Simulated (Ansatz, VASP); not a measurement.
# Two plane-wave programs on B3Rh

```
B Rh
1.0
     4.02703    0.00000    0.00000
     0.00000    4.02703    0.00000
     0.00000    0.00000    4.02703
B Rh
3 1
Direct
  0.00000 0.50000 0.50000
  0.50000 0.00000 0.50000
  0.50000 0.50000 0.00000
  0.50000 0.50000 0.50000
```

Alike in both runs: functional PBE; k mesh 6 × 6 × 6; occupations gaussian, width 0.1 eV; no spin polarisation.

Ansatz relaxed the structure, and its values are those at the end. VASP's run is a single point on that final structure, the one shown.

|  | VASP | Ansatz |
| --- | --- | --- |
| version | VASP 6.6.1 | Ansatz 0.2.0 |
| potentials or method | VASP PAW PBE potentials, release 64 (B, Rh_pv), cutoff 520 eV | scalar-relativistic, plane waves, PAW |
| valence electrons in the cell | 24 | 26 |

```tsv
	VASP	Ansatz	Ansatz less VASP
gap on the k mesh at the Fermi level (eV)	0.79	0.79	-0.003
least direct gap on the mesh (eV)	0.79	0.79	-0.003
pressure (GPa)	0.4	0.4	+0.02
```

With one functional, cell and mesh, what is left measures potentials, basis and numerics. VASP's potentials hold 24 valence electrons a cell and Ansatz's 26, so a difference there can come from the potentials and not from the codes.
